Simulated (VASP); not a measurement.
# EuS3 (Immm) in VASP: further runs

Runs on EuS3. Level: PBE. Tasks: single point.

Program: VASP 6.6.1. These are calculated values, not measurements. Logs are shortened: lines on timing, memory, paths and dates and some standing lists are left out, and cuts for length are marked.

### 1 The cell of the first run

Symmetry: Immm, No. 71, orthorhombic system. Conventional cell: a = 5.414 Å, b = 5.493 Å, c = 7.644 Å, α = 90.00°, β = 90.00°, γ = 90.00°. Within 3.6 Å of Eu (site symmetry mmm) lie 4 S at 2.75 to 2.80 Å. S (site symmetry mm2) has 3 S at 2.05 to 2.89 Å and 1 Eu at 2.80 Å within 2.9 Å. Within 3.6 Å of S (site symmetry mmm) lie 2 Eu at 2.75 Å and 4 S at 2.89 Å.

The cell was built from a structure type or drawn by symmetry, and may not be a known phase.

### 2 Single point, PBE, collinear spin, ferromagnetic start

INCAR reads:

```
PREC     = Accurate       # precision mode
ENCUT    = 520            # plane-wave cutoff, eV
EDIFF    = 1E-6           # SCF threshold, eV
ISMEAR   = 0              # smearing method
SIGMA    = 0.1            # smearing width, eV
LREAL    = False          # projectors in reciprocal space
LASPH    = True           # aspherical terms in the spheres
NELM     = 150            # most SCF steps
ALGO     = Normal         # electronic algorithm
ISIF     = 2              # what is computed and relaxed
LWAVE    = False          # write WAVECAR
LCHARG   = True           # write CHGCAR
ISPIN    = 2              # spin polarisation
MAGMOM   = 7 0 0 0        # initial moments
LORBIT   = 11             # projections on sites
LMAXMIX  = 6              # l up to which the mixer works
GGA      = PE             # functional
LELF     = True           # ELF
LVHAR    = True         
NBANDS   = 30             # bands
```

KPOINTS reads:

```
Automatic mesh
0
Gamma
  4 4 4
```

POSCAR reads:

```
EuS3
1.0
   -2.7070559775      2.7464287796      3.8218664217
    2.7070559775     -2.7464287796      3.8218664217
    2.7070559775      2.7464287796     -3.8218664217
Eu S
1 3
Direct
    0.5000000000      0.5000000000      0.0000000000
    0.1338008094      0.1338008094      0.0000000000
    0.8661991906      0.8661991906      0.0000000000
    0.0000000000      0.5000000000      0.5000000000
```

Potentials or basis: VASP PAW PBE potentials, release 64 (Eu, S).

On the command line:

```console
cat potpaw_PBE.64/Eu/POTCAR potpaw_PBE.64/S/POTCAR > POTCAR
mpirun -np 1 vasp_std > vasp.out
```

OUTCAR:

```text
PREC = Accurate
   ENCUT = 520
   EDIFF = 1E-6
   ISMEAR = 0
   LREAL = False
   LASPH = True
   NELM = 150
   ISIF = 2
   ISPIN = 2
   LORBIT = 11
   GGA = PE

 ion  position               nearest neighbor table
   1  0.500  0.500  0.000-   4 2.75   4 2.75   2 2.80   3 2.80
   2  0.134  0.134  0.000-   3 2.05   1 2.80
   3  0.866  0.866  0.000-   2 2.05   1 2.80
   4  0.000  0.500  0.500-   1 2.75   1 2.75

  LATTYP: Found a body centered orthorhombic cell.
 ALAT       =     5.4141119550
 B/A-ratio  =     1.0145445098
 C/A-ratio  =     1.4118165466

  Lattice vectors:

 A1 = (  -2.7070559775,   2.7464287796,   3.8218664217)
 A2 = (   2.7070559775,  -2.7464287796,   3.8218664217)
 A3 = (   2.7070559775,   2.7464287796,  -3.8218664217)

Analysis of symmetry for initial positions (statically):
=====================================================================
 Subroutine PRICEL returns:
 Original cell was already a primitive cell.

 Routine SETGRP: Setting up the symmetry group for a
 body centered orthorhombic supercell.

 Subroutine GETGRP returns: Found  8 space group operations
 (whereof  8 operations were pure point group operations)
 out of a pool of  8 trial point group operations.

The static configuration has the point symmetry D_2h.

Analysis of symmetry for dynamics (positions and initial velocities):
=====================================================================
 Subroutine PRICEL returns:
 Original cell was already a primitive cell.

 Routine SETGRP: Setting up the symmetry group for a
 body centered orthorhombic supercell.

 Subroutine GETGRP returns: Found  8 space group operations
 (whereof  8 operations were pure point group operations)
 out of a pool of  8 trial point group operations.

The dynamic configuration has the point symmetry D_2h.

Analysis of structural, dynamic, and magnetic symmetry:
=====================================================================
 Subroutine PRICEL returns:
 Original cell was already a primitive cell.

 Routine SETGRP: Setting up the symmetry group for a
 body centered orthorhombic supercell.

 Subroutine GETGRP returns: Found  8 space group operations
 (whereof  8 operations were pure point group operations)
 out of a pool of  8 trial point group operations.

The overall configuration has the point symmetry D_2h.

 Subroutine INISYM returns: Found  8 space group operations
 (whereof  8 operations are pure point group operations),
 and found     1 'primitive' translations

----------------------------------------------------------------------------------------

                                     Primitive cell

  volume of cell :     113.6583

  direct lattice vectors                    reciprocal lattice vectors
    -2.707055978  2.746428780  3.821866422     0.000000000  0.182054603  0.130826132
     2.707055978 -2.746428780  3.821866422     0.184702498  0.000000000  0.130826132
     2.707055978  2.746428780 -3.821866422     0.184702498  0.182054603  0.000000000

  length of vectors
     5.429335692  5.429335692  5.429335692     0.224185983  0.226341533  0.259343191

  position of ions in fractional coordinates (direct lattice)
     0.500000000  0.500000000  0.000000000
     0.133800809  0.133800809  0.000000000
     0.866199191  0.866199191  0.000000000
     0.000000000  0.500000000  0.500000000

  ion indices of the primitive-cell ions
   primitive index   ion index
                 1           1
                 2           2
                 3           3
                 4           4

----------------------------------------------------------------------------------------

 KPOINTS: Automatic mesh

Automatic generation of k-mesh.
 Grid dimensions read from file:
 generate k-points for:    4    4    4

 Generating k-lattice:

  Cartesian coordinates                     Fractional coordinates (reciprocal lattice)
     0.000000000  0.045513651  0.032706533     0.250000000  0.000000000 -0.000000000
     0.046175624  0.000000000  0.032706533     0.000000000  0.250000000  0.000000000
     0.046175624  0.045513651  0.000000000    -0.000000000  0.000000000  0.250000000

  Length of vectors
     0.056046496  0.056585383  0.064835798

  Shift w.r.t. Gamma in fractional coordinates (k-lattice)
     0.000000000  0.000000000  0.000000000

 Subroutine IBZKPT returns following result:
 ===========================================

 Found     18 irreducible k-points:

 Following reciprocal coordinates:
            Coordinates               Weight
  0.000000  0.000000  0.000000      1.000000
  0.250000 -0.000000  0.000000      4.000000
  0.500000 -0.000000  0.000000      2.000000
 -0.000000  0.250000  0.000000      4.000000
  0.250000  0.250000  0.000000      8.000000
  0.500000  0.250000  0.000000      8.000000
[... 10 lines left out ...]
 -0.250000 -0.250000  0.250000      2.000000
  0.500000  0.500000  0.500000      1.000000
   k-points           NKPTS =     18   k-points in BZ     NKDIM =     18   number of bands    NBANDS=     30
   number of dos      NEDOS =    301   number of ions     NIONS =      4
   total plane-waves  NPLWV =  64000
   dimension x,y,z NGX =    40 NGY =   40 NGZ =   40
   dimension x,y,z NGXF=    80 NGYF=   80 NGZF=   80
   ions per type =               1   3
   NGX,Y,Z   is equivalent  to a cutoff of  12.25, 12.25, 12.25 a.u.
   NGXF,Y,Z  is equivalent  to a cutoff of  24.50, 24.50, 24.50 a.u.
 SYSTEM =  unknown system
   PREC   = accura    normal or accurate (medium, high low for compatibility)
   ISTART =      0    job   : 0-new  1-cont  2-samecut
   ICHARG =      2    charge: 1-file 2-atom 10-const
   ISPIN  =      2    spin polarized calculation?
   LNONCOLLINEAR =      F non collinear calculations
   LSORBIT =      F    spin-orbit coupling
   LASPH  =      T    aspherical Exc in radial PAW
   ENCUT  =  520.0 eV  38.22 Ry    6.18 a.u.  10.09 10.09 10.09*2*pi/ulx,y,z
   NELM   =    150;   NELMIN=  2; NELMDL= -5     # of ELM steps
   EDIFF  = 0.1E-05   stopping-criterion for ELM
   LREAL  =      F    real-space projection
   EDIFFG = 0.1E-04   stopping-criterion for IOM
   NSW    =      0    number of steps for IOM
   IBRION =     -1    ionic relax: 0-MD 1-quasi-New 2-CG
   NFREE  =      0    steps in history (QN), initial steepest desc. (CG)
   ISIF   =      2    stress and relaxation
   ISYM   =      2    0-nonsym 1-usesym 2-fastsym
   POTIM  = 0.5000    time-step for ionic-motion
   TEBEG  =    0.0;   TEEND  =   0.0 temperature during run
   PSTRESS=    0.0 pullay stress
   NELECT =      35.0000    total number of electrons
   NUPDOWN=      -1.0000    fix difference up-down
   EMIN   =  10.00;   EMAX   =-10.00  energy-range for DOS
   EFERMI =   0.00;   METHOD = LEGACY
   ISMEAR =     0;   SIGMA  =   0.10  broadening in eV -4-tet -1-fermi 0-gaus
   EFERMI_NEDOS =   21; number of points for ismear=-14 and -15
   IALGO  =     38    algorithm
   IMIX   =      4    mixing-type and parameters
     AMIX     =   0.40;   BMIX     =  1.00
     AMIX_MAG =   1.60;   BMIX_MAG =  1.00
  volume/ion in A,a.u.               =      28.41       191.75
  Fermi-wavevector in a.u.,A,eV,Ry     =   1.105513  2.089116 16.628480  1.222159
  Thomas-Fermi vector in A             =   2.242001
   LORBIT       =     11    0 simple, 1 ext, 2 COOP (PROOUT), +10 PAW based schemes
   GGA     = PE    functional components
   LHFCALC =     F    Hartree Fock is set to
   AEXX    =    0.0000 exact exchange contribution
   IVDW    =     0    specifies the selected vdW correction
   LEPSILON=     F    determine dielectric tensor
   LRPA    =     F    only Hartree local field effects (RPA)
 spin polarized calculation
 Gauss-broadening in eV      SIGMA  =   0.10
  energy-cutoff  :      520.00
  volume of cell :      113.66
 maximum number of plane-waves:      3087
   NGX = 21   NGY = 21   NGZ = 21

 number of electron      34.9999992 magnetization       6.1255385

 Free energy of the ion-electron system (eV)
  ---------------------------------------------------
  ext. energy  EPLUGINS =         0.00000000
  ---------------------------------------------------
  free energy    TOTEN  =       -25.12274521 eV

  energy without entropy =      -25.11071090  energy(sigma->0) =      -25.11672805

 E-fermi :   2.6762     XC(G=0):  -8.5033

 val. band max:        2.6352558147   @ k =   0.5000   0.5000   0.2500
 cond. band min:       2.7062460919   @ k =  -0.2500   0.5000   0.2500
 fundamental gap:      0.0709902773
 Fermi energy:         2.6762278560

 spin component 1

 k-point     1 :       0.0000    0.0000    0.0000
  band No.  band energies     occupation
      1     -38.9009      1.00000
      2     -17.7717      1.00000
      3     -17.7147      1.00000
      4     -17.5770      1.00000
      5     -12.6084      1.00000
      6      -8.8005      1.00000
[... 21 lines left out ...]
     28       7.0047      0.00000
     29       8.2585      0.00000

 k-point     2 :       0.2500   -0.0000    0.0000
  band No.  band energies     occupation
      1     -38.9007      1.00000
      2     -17.7788      1.00000
      3     -17.7154      1.00000
      4     -17.6062      1.00000
      5     -12.5192      1.00000
      6      -8.6335      1.00000
[... 504 lines left out ...]
 k-point    18 :       0.5000    0.5000    0.5000
  band No.  band energies     occupation
      1     -38.9006      1.00000
      2     -17.7896      1.00000
      3     -17.7197      1.00000
      4     -17.5825      1.00000
      5     -12.4863      1.00000
      6      -8.8741      1.00000
[... 21 lines left out ...]
     28       7.1182      0.00000
     29       7.9254      0.00000
 Fermi energy:         2.6762278560

 spin component 2

 k-point     1 :       0.0000    0.0000    0.0000
  band No.  band energies     occupation
      1     -35.8574      1.00000
      2     -15.6369      1.00000
      3     -15.5133      1.00000
      4     -15.4255      1.00000
      5     -12.7429      1.00000
      6      -9.1239      1.00000
[... 21 lines left out ...]
     28       7.7450      0.00000
     29       8.8761      0.00000

 k-point     2 :       0.2500   -0.0000    0.0000
  band No.  band energies     occupation
      1     -35.8571      1.00000
      2     -15.6588      1.00000
      3     -15.5143      1.00000
      4     -15.4909      1.00000
      5     -12.6156      1.00000
      6      -8.9169      1.00000
[... 504 lines left out ...]
 k-point    18 :       0.5000    0.5000    0.5000
  band No.  band energies     occupation
      1     -35.8569      1.00000
      2     -15.6698      1.00000
      3     -15.5215      1.00000
      4     -15.4345      1.00000
      5     -12.6244      1.00000
      6      -9.1947      1.00000
[... 21 lines left out ...]
     28       7.8763      0.00000
     29       8.6316      0.00000
 [bands above 29 left out]

------------------------ aborting loop because EDIFF is reached ----------------------------------------

  FORCE on cell =-STRESS in cart. coord.  units (eV):
  Direction    XX          YY          ZZ          XY          YZ          ZX
  --------------------------------------------------------------------------------------
  -------------------------------------------------------------------------------------
  Total       -0.0442448     -0.1887784     -0.3700626     -0.0000000      0.0000000      0.0000000
  in kB       -0.6236938     -2.6611032     -5.2165664     -0.0000000      0.0000000      0.0000000
  external PRESSURE =      -2.8337878 kB  Pullay stress =       0.0000000 kB

 VOLUME and BASIS-vectors are now :
 -----------------------------------------------------------------------------
  energy-cutoff  :      520.00
  volume of cell :      113.66
      direct lattice vectors                 reciprocal lattice vectors
    -2.707055978  2.746428780  3.821866422     0.000000000  0.182054603  0.130826132
     2.707055978 -2.746428780  3.821866422     0.184702498  0.000000000  0.130826132
     2.707055978  2.746428780 -3.821866422     0.184702498  0.182054603  0.000000000

 POSITION                                       TOTAL-FORCE (eV/Angst)
 -----------------------------------------------------------------------------------
      0.00000      0.00000      3.82187        -0.000000      0.000000      0.000000
      0.00000      0.00000      1.02274         0.000000     -0.000000     -0.140349
      0.00000      0.00000      6.62100         0.000000     -0.000000      0.140349
      2.70706      0.00000      0.00000        -0.000000      0.000000      0.000000
 -----------------------------------------------------------------------------------
    total drift:                               -0.000000     -0.000000      0.000000

  FREE ENERGIE OF THE ION-ELECTRON SYSTEM (eV)
  ---------------------------------------------------
  free  energy   TOTEN  =       -25.1227452071 eV

  energy  without entropy=      -25.1107109014  energy(sigma->0) =      -25.11672805

 total charge

# of ion       s       p       d       f       tot
--------------------------------------------------
    1        2.022   5.750   0.297   6.639  14.708
    2        1.351   2.293   0.000   0.000   3.645
    3        1.351   2.293   0.000   0.000   3.645
    4        1.374   2.283   0.000   0.000   3.658
--------------------------------------------------
tot          6.099  12.620   0.297   6.639  25.655

 magnetization (x)

# of ion       s       p       d       f       tot
--------------------------------------------------
    1       -0.015  -0.116   0.047   6.581   6.497
    2       -0.006  -0.093   0.000   0.000  -0.099
    3       -0.006  -0.093   0.000   0.000  -0.099
    4       -0.014  -0.239   0.000   0.000  -0.253
--------------------------------------------------
tot         -0.041  -0.540   0.047   6.581   6.047
```

It took 4.8 min on 1 thread of Intel Xeon 8259CL, shared host; peak memory 0.35 GiB.

What came out:

```
Free energy                                           : -25.1227 eV
Pressure                                              : -0.3 GPa
Largest force                                         : 0.140 eV/Å
Net moment                                            : 6.13 μB per cell
Site moments                                          : Eu +6.50; S -0.10, -0.25 (each value once) μB
Valence electrons inside the program's atomic spheres : Eu 14.71; S 3.65, 3.66 (each value once)
```

Forces in eV/Å, atoms in the order of the input:
```
Eu   0.000  0.000  0.000
S    0.000  0.000 -0.140
S    0.000  0.000  0.140
S    0.000  0.000  0.000
```

Caveat: spin-orbit coupling is left out, which moves the levels of the heavy elements; a cell with one magnetic atom can't hold antiferromagnetic order, which such compounds often take; semilocal functionals describe open f shells poorly, which spoils levels, moments and volumes.

### 3 Single point, PBE, collinear spin, ferromagnetic start

This run uses another cell than the first one, of 29.70 Å³/atom.

INCAR reads:

```
SYSTEM = EuS3
PREC = Accurate ; ENCUT = 520
EDIFF = 1E-6 ; ISMEAR = 0
SIGMA = 0.1 ; LREAL = .FALSE.
LASPH = .TRUE. ; NELM = 150
ALGO = Normal ; ISIF = 2
LWAVE = .FALSE. ; LCHARG = .FALSE.
ISPIN = 2 ; MAGMOM = 7 0 0 0
LORBIT = 11 ; LMAXMIX = 6
GGA = PE ; NBANDS = 30
```

KPOINTS reads:

```
regular mesh
0
G
  4 4 4
  0 0 0
```

POSCAR reads:

```
EuS3
1.0
   -2.7342888300      2.8464201400      3.8162966400
    2.7342888300     -2.8464201400      3.8162966400
    2.7342888300      2.8464201400     -3.8162966400
Eu S
1 3
Direct
    0.5000000000      0.5000000000      0.0000000000
    0.1151564000      0.1151564000      0.0000000000
    0.8848436000      0.8848436000      0.0000000000
    0.0000000000      0.5000000000      0.5000000000
```

Potentials or basis: VASP PAW PBE potentials, release 64 (Eu, S).

On the command line:

```console
cat potpaw_PBE.64/Eu/POTCAR potpaw_PBE.64/S/POTCAR > POTCAR
mpirun -np 1 vasp_std > vasp.out
```

Wall time 7.4 min (1 thread of Intel Xeon 8259CL, shared host); peak memory 0.38 GiB.

The run converged. Its results:

| Property | Result |
| --- | --- |
| Free energy | -24.1518 eV |
| Pressure | 5.1 GPa |
| Largest force | 8.291 eV/Å |
| Net moment | 6.70 μB per cell |
| Site moments | Eu +6.57; S -0.04, -0.06 (each value once) μB |
| Valence electrons inside the program's atomic spheres | Eu 14.70; S 3.79, 3.66 (each value once) |

Forces on the atoms (eV/Å):
```
Eu   0.000  0.000  0.000
S    0.000  0.000  8.291
S    0.000  0.000 -8.291
S    0.000  0.000  0.000
```

Stress tensor (GPa, compression positive):
```
 2.57  0.00  0.00
 0.00 -3.58  0.00
 0.00  0.00 16.23
```

Levels at points of the mesh, in eV from the Fermi level:
Spin up:
```
           k point  band 18  band 19  band 20  band 21  band 22  band 23  band 24  band 25
(0.00, 0.00, 0.00)    -0.39    -0.38    -0.31    -0.13     0.95     1.17     1.66     3.58
(0.50, 0.00, 0.00)    -0.39    -0.37    -0.25    -0.12     0.83     1.59     2.15     2.42
(0.00, 0.50, 0.00)    -0.34    -0.32    -0.28     0.16     1.11     1.67     1.98     2.13
(0.50, 0.50, 0.00)    -0.40    -0.39    -0.36    -0.35     0.68     2.61     3.19     3.38
(0.50, 0.50, 0.50)    -0.39    -0.31    -0.12    -0.08     0.99     1.25     2.28     2.93
```
Spin down:
```
           k point  band 12  band 13  band 14  band 15  band 16  band 17
(0.00, 0.00, 0.00)    -1.61    -1.53    -1.38     1.01     1.32     2.20
(0.50, 0.00, 0.00)    -1.88    -0.91    -0.70     0.85     1.99     2.77
(0.00, 0.50, 0.00)    -1.98    -1.87    -0.44     0.97     2.09     2.55
(0.50, 0.50, 0.00)    -3.24    -2.06    -0.43     0.75     3.32     3.62
(0.50, 0.50, 0.50)    -1.48    -0.56    -0.18     1.05     1.37     2.95
```

Caveat: the cell stands under pressure; spin-orbit coupling is left out, which moves the levels of the heavy elements; a cell with one magnetic atom can't hold antiferromagnetic order, which such compounds often take; semilocal functionals describe open f shells poorly, which spoils levels, moments and volumes; forces of over 1 eV/Å act on the atoms, so gaps and moduli don't describe the material at rest.
